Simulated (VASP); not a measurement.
# Al3BAs2 (R-3m) in VASP: notebook

The runs below take Al3BAs2 through single point, with PBE.

Program: VASP 6.6.1. These are calculated values, not measurements. Logs are shortened: lines on timing, memory, paths and dates and some standing lists are left out, and cuts for length are marked.

## (1) The cell of the first run

It takes space group R-3m (No. 166, trigonal). Conventional cell: a = 5.344 Å, b = 5.344 Å, c = 12.265 Å, α = 90.00°, β = 90.00°, γ = 120.00°. Within 3.4 Å of Al (site symmetry 2/m) lie 2 B at 2.56 Å and 4 Al at 2.67 Å and 6 As at 2.96 to 3.09 Å. B (site symmetry -3m) has 6 Al at 2.56 Å and 6 As at 3.12 Å within 3.4 Å. As (site symmetry 3m) has 9 Al at 2.96 to 3.09 Å and 4 As at 3.12 to 3.23 Å and 3 B at 3.12 Å within 3.9 Å.

## (2) Single point, PBE

Contents of INCAR:

```
SYSTEM = Al3BAs2
ALGO = Normal
EDIFF = 1E-6
ENCUT = 520
GGA = PE
ISIF = 2
ISMEAR = 0
LASPH = .TRUE.
LCHARG = .FALSE.
LREAL = .FALSE.
LWAVE = .FALSE.
NBANDS = 20
NELM = 60
PREC = Accurate
SIGMA = 0.1
```

Contents of KPOINTS:

```
k-points
0
G
  6 6 6
  0 0 0
```

Contents of POSCAR:

```
Al3BAs2
1.0
    2.6720727900      1.5427219500      4.0884073200
   -2.6720727900      1.5427219500      4.0884073200
    0.0000000000     -3.0854438900      4.0884073200
Al B As
3 1 2
Direct
    0.0000000000      0.5000000000      0.0000000000
    0.5000000000      0.0000000000      0.0000000000
    0.0000000000      0.0000000000      0.5000000000
    0.0000000000      0.0000000000      0.0000000000
    0.6272294500      0.6272294500      0.6272294500
    0.3727705500      0.3727705500      0.3727705500
```

Potentials or basis: VASP PAW PBE potentials, release 64 (Al, B, As).

The run is started by

```sh
cat potpaw_PBE.64/Al/POTCAR potpaw_PBE.64/B/POTCAR potpaw_PBE.64/As/POTCAR > POTCAR
mpirun -np 1 vasp_std > vasp.out
```

OUTCAR:

```text
SYSTEM = Al3BAs2
   EDIFF = 1E-6
   ENCUT = 520
   GGA = PE
   ISIF = 2
   ISMEAR = 0
   LASPH = .TRUE.
   LREAL = .FALSE.
   NELM = 60
   PREC = Accurate

 ion  position               nearest neighbor table
   1  0.000  0.500  0.000-   4 2.56   4 2.56   2 2.67   2 2.67   3 2.67   3 2.67   6 2.96   5 2.96
                             5 3.09   6 3.09   5 3.09   6 3.09
   2  0.500  0.000  0.000-   4 2.56   4 2.56   1 2.67   1 2.67   3 2.67   3 2.67   6 2.96   5 2.96
                             5 3.09   6 3.09   6 3.09   5 3.09
   3  0.000  0.000  0.500-   4 2.56   4 2.56   2 2.67   1 2.67   1 2.67   2 2.67   6 2.96   5 2.96
                             5 3.09   6 3.09   5 3.09   6 3.09
   4  0.000  0.000  0.000-   3 2.56   3 2.56   1 2.56   2 2.56   1 2.56   2 2.56
   5  0.627  0.627  0.627-   1 2.96   2 2.96   3 2.96   3 3.09   3 3.09   1 3.09   2 3.09   1 3.09
                             2 3.09
   6  0.373  0.373  0.373-   1 2.96   2 2.96   3 2.96   3 3.09   3 3.09   2 3.09   1 3.09   1 3.09
                             2 3.09

  LATTYP: Found a trigonal (rhomboedric) cell.
 ALAT       =     5.1220150734
 COS(alpha) =     0.4556918198

  Lattice vectors:

 A1 = (   2.6720727900,   1.5427219500,   4.0884073200)
 A2 = (  -2.6720727900,   1.5427219500,   4.0884073200)
 A3 = (   0.0000000000,  -3.0854438900,   4.0884073200)

Analysis of symmetry for initial positions (statically):
=====================================================================
 Subroutine PRICEL returns:
 Original cell was already a primitive cell.

 Routine SETGRP: Setting up the symmetry group for a
 trigonal (rhombohedral) supercell.

 Subroutine GETGRP returns: Found 12 space group operations
 (whereof 12 operations were pure point group operations)
 out of a pool of 12 trial point group operations.

The static configuration has the point symmetry D_3d.

Analysis of symmetry for dynamics (positions and initial velocities):
=====================================================================
 Subroutine PRICEL returns:
 Original cell was already a primitive cell.

 Routine SETGRP: Setting up the symmetry group for a
 trigonal (rhombohedral) supercell.

 Subroutine GETGRP returns: Found 12 space group operations
 (whereof 12 operations were pure point group operations)
 out of a pool of 12 trial point group operations.

The dynamic configuration has the point symmetry D_3d.

 Subroutine INISYM returns: Found 12 space group operations
 (whereof 12 operations are pure point group operations),
 and found     1 'primitive' translations

----------------------------------------------------------------------------------------

                                     Primitive cell

  volume of cell :     101.1210

  direct lattice vectors                    reciprocal lattice vectors
     2.672072790  1.542721950  4.088407320     0.187120651  0.108034158  0.081531341
    -2.672072790  1.542721950  4.088407320    -0.187120651  0.108034158  0.081531341
     0.000000000 -3.085443890  4.088407320     0.000000000 -0.216068316  0.081531342

  length of vectors
     5.122015075  5.122015075  5.122015073     0.230939120  0.230939120  0.230939120

  position of ions in fractional coordinates (direct lattice)
     0.000000000  0.500000000  0.000000000
     0.500000000  0.000000000  0.000000000
     0.000000000  0.000000000  0.500000000
     0.000000000  0.000000000  0.000000000
     0.627229450  0.627229450  0.627229450
     0.372770550  0.372770550  0.372770550

  ion indices of the primitive-cell ions
   primitive index   ion index
                 1           1
                 2           2
                 3           3
                 4           4
                 5           5
                 6           6

----------------------------------------------------------------------------------------

 KPOINTS: k-points

Automatic generation of k-mesh.
 Grid dimensions read from file:
 generate k-points for:    6    6    6

 Generating k-lattice:

  Cartesian coordinates                     Fractional coordinates (reciprocal lattice)
     0.031186775  0.018005693  0.013588557     0.166666667  0.000000000  0.000000000
    -0.031186775  0.018005693  0.013588557     0.000000000  0.166666667  0.000000000
     0.000000000 -0.036011386  0.013588557    -0.000000000 -0.000000000  0.166666667

  Length of vectors
     0.038489853  0.038489853  0.038489853

  Shift w.r.t. Gamma in fractional coordinates (k-lattice)
     0.000000000  0.000000000  0.000000000

 Subroutine IBZKPT returns following result:
 ===========================================

 Found     32 irreducible k-points:

 Following reciprocal coordinates:
            Coordinates               Weight
  0.000000  0.000000  0.000000      1.000000
  0.166667 -0.000000  0.000000      6.000000
  0.333333  0.000000 -0.000000      6.000000
  0.500000 -0.000000 -0.000000      3.000000
  0.166667  0.166667  0.000000      6.000000
  0.333333  0.166667  0.000000     12.000000
[... 16 lines left out ...]
  0.500000  0.500000  0.166667      6.000000
 -0.333333  0.500000  0.166667     12.000000
 [... further k-points ...]
   k-points           NKPTS =     32   k-points in BZ     NKDIM =     32   number of bands    NBANDS=     20
   number of dos      NEDOS =    301   number of ions     NIONS =      6
   total plane-waves  NPLWV =  64000
   dimension x,y,z NGX =    40 NGY =   40 NGZ =   40
   dimension x,y,z NGXF=    80 NGYF=   80 NGZF=   80
   ions per type =               3   1   2
   NGX,Y,Z   is equivalent  to a cutoff of  12.98, 12.98, 12.98 a.u.
   NGXF,Y,Z  is equivalent  to a cutoff of  25.97, 25.97, 25.97 a.u.
 SYSTEM =  Al3BAs2
   PREC   = accura    normal or accurate (medium, high low for compatibility)
   ISTART =      0    job   : 0-new  1-cont  2-samecut
   ICHARG =      2    charge: 1-file 2-atom 10-const
   ISPIN  =      1    spin polarized calculation?
   LNONCOLLINEAR =      F non collinear calculations
   LSORBIT =      F    spin-orbit coupling
   LASPH  =      T    aspherical Exc in radial PAW
   ENCUT  =  520.0 eV  38.22 Ry    6.18 a.u.   9.52  9.52  9.52*2*pi/ulx,y,z
   NELM   =     60;   NELMIN=  2; NELMDL= -5     # of ELM steps
   EDIFF  = 0.1E-05   stopping-criterion for ELM
   LREAL  =      F    real-space projection
   EDIFFG = 0.1E-04   stopping-criterion for IOM
   NSW    =      0    number of steps for IOM
   IBRION =     -1    ionic relax: 0-MD 1-quasi-New 2-CG
   NFREE  =      0    steps in history (QN), initial steepest desc. (CG)
   ISIF   =      2    stress and relaxation
   ISYM   =      2    0-nonsym 1-usesym 2-fastsym
   POTIM  = 0.5000    time-step for ionic-motion
   TEBEG  =    0.0;   TEEND  =   0.0 temperature during run
   PSTRESS=    0.0 pullay stress
   NELECT =      22.0000    total number of electrons
   NUPDOWN=      -1.0000    fix difference up-down
   EMIN   =  10.00;   EMAX   =-10.00  energy-range for DOS
   EFERMI =   0.00;   METHOD = LEGACY
   ISMEAR =     0;   SIGMA  =   0.10  broadening in eV -4-tet -1-fermi 0-gaus
   EFERMI_NEDOS =   21; number of points for ismear=-14 and -15
   IALGO  =     38    algorithm
   IMIX   =      4    mixing-type and parameters
     AMIX     =   0.40;   BMIX     =  1.00
     AMIX_MAG =   1.60;   BMIX_MAG =  1.00
  volume/ion in A,a.u.               =      16.85       113.73
  Fermi-wavevector in a.u.,A,eV,Ry     =   0.984620  1.860662 13.190526  0.969476
  Thomas-Fermi vector in A             =   2.115866
   LORBIT       =      0    0 simple, 1 ext, 2 COOP (PROOUT), +10 PAW based schemes
   GGA     = PE    functional components
   LHFCALC =     F    Hartree Fock is set to
   AEXX    =    0.0000 exact exchange contribution
   IVDW    =     0    specifies the selected vdW correction
   LEPSILON=     F    determine dielectric tensor
   LRPA    =     F    only Hartree local field effects (RPA)
 non-spin polarized calculation
 Gauss-broadening in eV      SIGMA  =   0.10
  energy-cutoff  :      520.00
  volume of cell :      101.12
 maximum number of plane-waves:      2736
 NGX is ok and might be reduce to    40
   NGX = 19   NGY = 19   NGZ = 19

 number of electron      22.0000000 magnetization

 Free energy of the ion-electron system (eV)
  ---------------------------------------------------
  ext. energy  EPLUGINS =         0.00000000
  ---------------------------------------------------
  free energy    TOTEN  =       -23.75153125 eV

  energy without entropy =      -23.74174544  energy(sigma->0) =      -23.74663835

 E-fermi :   6.6706     XC(G=0): -10.3386

 val. band max:        6.6436857716   @ k =   0.3333   0.3333   0.3333
 cond. band min:       6.7455425846   @ k =  -0.3333   0.3333   0.0000
 fundamental gap:      0.1018568129
 Fermi energy:         6.6705836223

 k-point     1 :       0.0000    0.0000    0.0000
  band No.  band energies     occupation
      1      -6.5980      2.00000
      2      -2.5720      2.00000
      3      -0.4571      2.00000
      4       2.5248      2.00000
      5       2.7207      2.00000
      6       2.7207      2.00000
[... 12 lines left out ...]
     19      14.1476      0.00000
     20      15.3709      0.00000

 k-point     2 :       0.1667   -0.0000    0.0000
  band No.  band energies     occupation
      1      -6.4221      2.00000
      2      -2.8469      2.00000
      3      -0.8689      2.00000
      4       1.8500      2.00000
      5       2.2902      2.00000
      6       2.3392      2.00000
[... 12 lines left out ...]
     19      14.2244      0.00000
     20      14.3725      0.00000

 k-point     3 :       0.3333    0.0000   -0.0000
  band No.  band energies     occupation
      1      -5.9377      2.00000
      2      -3.5994      2.00000
      3      -1.4707      2.00000
      4       1.2818      2.00000
      5       2.0185      2.00000
      6       2.0646      2.00000
[... 12 lines left out ...]
     19      13.5413      0.00000
     20      13.5657      0.00000

 k-point     4 :       0.5000   -0.0000   -0.0000
  band No.  band energies     occupation
      1      -5.5093      2.00000
      2      -4.1912      2.00000
      3      -1.6690      2.00000
      4       1.0580      2.00000
      5       1.9925      2.00000
      6       2.0479      2.00000
[... 12 lines left out ...]
     19      12.1394      0.00000
     20      12.7306      0.00000

 k-point     5 :       0.1667    0.1667    0.0000
  band No.  band energies     occupation
      1      -6.3537      2.00000
      2      -2.9010      2.00000
      3      -0.8370      2.00000
      4       1.4901      2.00000
      5       1.5293      2.00000
      6       1.5682      2.00000
[... 12 lines left out ...]
     19      13.4413      0.00000
     20      14.6940      0.00000

 k-point     6 :       0.3333    0.1667    0.0000
  band No.  band energies     occupation
      1      -5.9569      2.00000
      2      -3.4236      2.00000
      3      -1.3993      2.00000
      4       0.6794      2.00000
      5       1.1471      2.00000
      6       1.8302      2.00000
[... 12 lines left out ...]
     19      12.6869      0.00000
     20      13.3861      0.00000

 k-point     7 :       0.5000    0.1667   -0.0000
  band No.  band energies     occupation
      1      -5.4225      2.00000
      2      -4.1042      2.00000
      3      -1.8833      2.00000
      4       0.3095      2.00000
      5       1.1629      2.00000
      6       2.5190      2.00000
[... 12 lines left out ...]
     19      12.4742      0.00000
     20      12.6563      0.00000
[... 277 lines left out ...]
 k-point    20 :       0.5000    0.3333    0.1667
  band No.  band energies     occupation
      1      -5.4325      2.00000
      2      -3.8513      2.00000
      3      -1.7651      2.00000
      4      -0.6513      2.00000
      5       1.5678      2.00000
      6       1.7477      2.00000
[... 12 lines left out ...]
     19      11.1619      0.00000
     20      12.7255      0.00000

 k-point    21 :      -0.3333    0.3333    0.1667
  band No.  band energies     occupation
      1      -5.0678      2.00000
      2      -4.2382      2.00000
      3      -2.0970      2.00000
      4      -0.8582      2.00000
      5       1.7527      2.00000
      6       2.1813      2.00000
[... 12 lines left out ...]
     19      12.0974      0.00000
     20      12.2341      0.00000

 k-point    22 :      -0.1667    0.3333    0.1667
  band No.  band energies     occupation
      1      -5.5226      2.00000
      2      -3.8254      2.00000
      3      -1.9134      2.00000
      4      -0.3658      2.00000
      5       1.6573      2.00000
      6       2.1558      2.00000
[... 12 lines left out ...]
     19      12.1008      0.00000
     20      12.4916      0.00000

 k-point    23 :       0.5000    0.5000    0.1667
  band No.  band energies     occupation
      1      -5.0601      2.00000
      2      -4.1916      2.00000
      3      -1.5843      2.00000
      4      -1.1568      2.00000
      5       0.5569      2.00000
      6       1.5680      2.00000
[... 12 lines left out ...]
     19      10.5649      0.00000
     20      12.2391      0.00000

 k-point    24 :      -0.3333    0.5000    0.1667
  band No.  band energies     occupation
      1      -4.6773      2.00000
      2      -4.5637      2.00000
      3      -1.8355      2.00000
      4      -1.4191      2.00000
      5       1.3757      2.00000
      6       1.7206      2.00000
[... 12 lines left out ...]
     19      11.7791      0.00000
     20      11.8375      0.00000

 [... further k-points ...]
[... 5 lines left out ...]
  --------------------------------------------------------------------------------------
  -------------------------------------------------------------------------------------
  Total       -1.1085169     -1.1085169     -7.1714773      0.0000000     -0.0000000      0.0000000
  in kB      -17.5635204    -17.5635204   -113.6260376      0.0000000     -0.0000001      0.0000000
  external PRESSURE =     -49.5843595 kB  Pullay stress =       0.0000000 kB

 VOLUME and BASIS-vectors are now :
 -----------------------------------------------------------------------------
  energy-cutoff  :      520.00
  volume of cell :      101.12
      direct lattice vectors                 reciprocal lattice vectors
     2.672072790  1.542721950  4.088407320     0.187120651  0.108034158  0.081531341
    -2.672072790  1.542721950  4.088407320    -0.187120651  0.108034158  0.081531341
     0.000000000 -3.085443890  4.088407320     0.000000000 -0.216068316  0.081531342

 POSITION                                       TOTAL-FORCE (eV/Angst)
 -----------------------------------------------------------------------------------
     -1.33604      0.77136      2.04420        -0.000000      0.000000     -0.000000
      1.33604      0.77136      2.04420         0.000000      0.000000      0.000000
      0.00000     -1.54272      2.04420         0.000000      0.000000     -0.000000
      0.00000      0.00000      0.00000        -0.000000      0.000000      0.000000
      0.00000      0.00000      7.69311        -0.000000     -0.000000     -0.163704
      0.00000      0.00000      4.57211        -0.000000      0.000000      0.163704
 -----------------------------------------------------------------------------------
    total drift:                                0.000000      0.000000     -0.000000

  FREE ENERGIE OF THE ION-ELECTRON SYSTEM (eV)
  ---------------------------------------------------
  free  energy   TOTEN  =       -23.7515312547 eV

  energy  without entropy=      -23.7417454441  energy(sigma->0) =      -23.74663835
```

Run time: 33 s. Hardware: 1 thread of AMD EPYC 9R45 (Zen 5), shared host; peak memory 0.23 GiB.

What came out:

* Free energy: -23.7515 eV
* Pressure: -5.0 GPa
* Largest force: 0.164 eV/Å
* Band gap on the k mesh: zero (band 11 reaches 7.58 eV, above the bottom of band 12 at 4.82 eV)

Forces in eV/Å, atoms in the order of the input:
```
Al   0.000  0.000  0.000
Al   0.000  0.000  0.000
Al   0.000  0.000  0.000
B    0.000  0.000  0.000
As   0.000  0.000 -0.164
As   0.000  0.000  0.164
```

Stress tensor (GPa, compression positive):
```
 -1.76   0.00   0.00
  0.00  -1.76   0.00
  0.00   0.00 -11.36
```

Levels at points of the mesh, in eV from the Fermi level:
```csv
k point,band 7,band 8,band 9,band 10,band 11,band 12,band 13,band 14,band 15,band 16
"(0.00, 0.00, 0.00)",-3.77,-3.64,-3.64,-3.54,-2.70,-0.76,-0.76,-0.46,-0.46,3.80
"(0.50, 0.00, 0.00)",-4.36,-3.63,-2.02,-1.58,0.25,0.44,0.51,0.93,1.79,3.64
"(0.50, 0.50, 0.00)",-1.63,-1.26,-0.32,0.37,0.44,0.80,1.05,1.98,2.29,2.39
"(0.50, 0.50, 0.50)",-4.06,-4.06,-2.03,-1.73,0.86,0.86,1.76,1.76,2.69,3.22
```

## (3) Single point, PBE

This run uses another cell than the first one, of 17.02 Å³/atom, 1.010 times its volume.

Contents of INCAR:

```
ALGO = Normal ; EDIFF = 1E-6
ENCUT = 520 ; GGA = PE
ISIF = 2 ; ISMEAR = 0
LASPH = T ; LCHARG = T
LELF = T ; LREAL = F
LVHAR = T ; LWAVE = F
NBANDS = 20 ; NELM = 60
PREC = Accurate ; SIGMA = 0.1
```

Contents of KPOINTS:

```
k-points
0
Gamma
  6 6 6
```

Contents of POSCAR:

```
Al3BAs2
1.0
    3.1813524634      1.8367547023      2.9120152172
   -3.1813524634      1.8367547023      2.9120152172
    0.0000000000     -3.6735094010      2.9120152194
Al B As
3 1 2
Direct
    0.0000000000      0.5000000000      0.0000000000
    0.5000000000      0.0000000000      0.0000000000
    0.0000000000      0.0000000000      0.5000000000
    0.0000000000      0.0000000000      0.0000000000
    0.6357806507      0.6357806507      0.6357806507
    0.3642193493      0.3642193493      0.3642193493
```

Potentials or basis: VASP PAW PBE potentials, release 64 (Al, B, As).

The run is started by

```sh
cat potpaw_PBE.64/Al/POTCAR potpaw_PBE.64/B/POTCAR potpaw_PBE.64/As/POTCAR > POTCAR
mpirun -np 1 vasp_std > vasp.out
```

Wall time 28 s (1 thread of AMD EPYC 9R45 (Zen 5), shared host); peak memory 0.2 GiB.

Results (log left out):

| Quantity | Value |
| --- | --- |
| Free energy | -25.4949 eV |
| Pressure | 0.2 GPa |
| Largest force | 0.040 eV/Å |
| Band gap on the k mesh | zero (band 11 reaches 7.96 eV, above the bottom of band 12 at 5.64 eV) |

Forces on the atoms (eV/Å):
```
Al   0.000  0.000  0.000
Al   0.000  0.000  0.000
Al   0.000  0.000  0.000
B    0.000  0.000  0.000
As   0.000  0.000  0.040
As   0.000  0.000 -0.040
```

Stress tensor (GPa, compression positive):
```
0.08 0.00 0.00
0.00 0.08 0.00
0.00 0.00 0.52
```

Levels at points of the mesh, in eV from the Fermi level:
| k point | band 7 | band 8 | band 9 | band 10 | band 11 | band 12 | band 13 | band 14 | band 15 | band 16 |
| --- | --- | --- | --- | --- | --- | --- | --- | --- | --- | --- |
| (0.00, 0.00, 0.00) | -4.26 | -3.58 | -2.80 | -0.91 | -0.91 | 1.52 | 1.52 | 1.54 | 1.80 | 1.80 |
| (0.50, 0.00, 0.00) | -3.83 | -3.05 | -2.12 | -1.85 | -1.15 | 0.24 | 0.35 | 3.01 | 3.12 | 3.53 |
| (0.50, 0.50, 0.00) | -3.04 | -2.99 | -2.37 | -1.49 | -1.14 | 0.06 | 2.30 | 2.78 | 3.61 | 3.82 |
| (0.50, 0.50, 0.50) | -5.54 | -5.54 | -0.42 | 1.47 | 1.47 | 1.53 | 4.39 | 4.39 | 4.46 | 5.11 |

[end of part 1 of 2]
